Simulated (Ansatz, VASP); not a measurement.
## BaS in VASP and in Ansatz

The input POSCAR:

```
BaS
1.0
    3.6443706071      0.0000000000      0.0000000000
    0.0000000000      3.6443706071      0.0000000000
    0.0000000000      0.0000000000      3.8859259743
Ba S
1 1
Direct
    0.0000000000      0.0000000000      0.0000000000
    0.5000000000      0.5000000000      0.5000000000
```

INCAR.step1

```
PREC     = Accurate       # precision mode
ENCUT    = 520            # plane-wave cutoff, eV
EDIFF    = 1E-5           # SCF threshold, eV
ISMEAR   = 0              # smearing method
SIGMA    = 0.01           # smearing width, eV
LREAL    = False          # projectors in reciprocal space
LASPH    = True           # aspherical terms in the spheres
NELM     = 60             # most SCF steps
ALGO     = Normal         # electronic algorithm
ISIF     = 2              # what is computed and relaxed
LWAVE    = True           # write WAVECAR
GGA      = PE             # functional
NBANDS   = 15             # bands
```

Contents of INCAR.step2:

```
PREC     = Accurate       # precision mode
ENCUT    = 520            # plane-wave cutoff, eV
EDIFF    = 1E-7           # SCF threshold, eV
ISMEAR   = 0              # smearing method
SIGMA    = 0.01           # smearing width, eV
LREAL    = False          # projectors in reciprocal space
LASPH    = True           # aspherical terms in the spheres
NELM     = 60             # most SCF steps
ALGO     = Normal         # electronic algorithm
ISIF     = 2              # what is computed and relaxed
LWAVE    = False          # write WAVECAR
LCHARG   = True           # write CHGCAR
GGA      = PE             # functional
LHFCALC  = True           # exact exchange
HFSCREEN = 0.2079         # screening, 1/A
PRECFOCK = Normal       
LELF     = True           # ELF
LVHAR    = True         
ISTART   = 1            
NBANDS   = 15             # bands
```

Contents of KPOINTS:

```
regular mesh
0
Gamma
  4 4 4
```

Input for Ansatz:

```yaml
crystal:
  lattice:
    - [3.6443706071, 0.0, 0.0]
    - [0.0, 3.6443706071, 0.0]
    - [0.0, 0.0, 3.8859259743]
  atoms:
    - { symbol: Ba, position: [0.0, 0.0, 0.0] }
    - { symbol: S, position: [0.5, 0.5, 0.5] }
kpoints:
  mp_grid: { grid: [4, 4, 4] }
  band_path:
    path: [[0.0, 0.0, 0.0], [0.0, 0.5, 0.0], [0.5, 0.5, 0.0], [0.5, 0.5, 0.5]]
    npoints: 1
hamiltonian:
  xc: hse06
scf:
  occupations: { method: fixed }
  n_extra_bands: 4
output:
  forces: true
  stress: true
  eigenvalues: true
```

Change from the starting cell: epitaxial_xy strain -4.9%.

Alike in both runs: task single point; functional HSE06; k mesh 4 × 4 × 4; no spin polarisation.

|  | VASP | Ansatz |
| --- | --- | --- |
| version | VASP 6.6.1 | Ansatz 0.2.0 |
| potentials or method | VASP PAW PBE potentials, release 64 (Ba_sv, S) | plane waves, PAW |
| plane-wave cutoff (eV) | 520 | 420 |
| occupations | gaussian, width 0.01 eV | fixed |
| valence electrons in the cell | 16 | 16 |

VASP gave:

```
gap on the k mesh at the Fermi level (eV)                     : 1.89
pressure (GPa)                                                : 5.8
traceless stress, the component that is largest in VASP (GPa) : -5.50
```

Question: Which values does Ansatz return?

Answer: gap on the k mesh at the Fermi level (eV): 2.03; pressure (GPa): 4.6; traceless stress, the component that is largest in VASP (GPa): -5.45.

Ansatz's warnings: stress exchange threshold loose, stress scf threshold loose.

The k mesh is coarse, so the values compare programs but aren't converged. Neither program's run includes spin-orbit coupling.
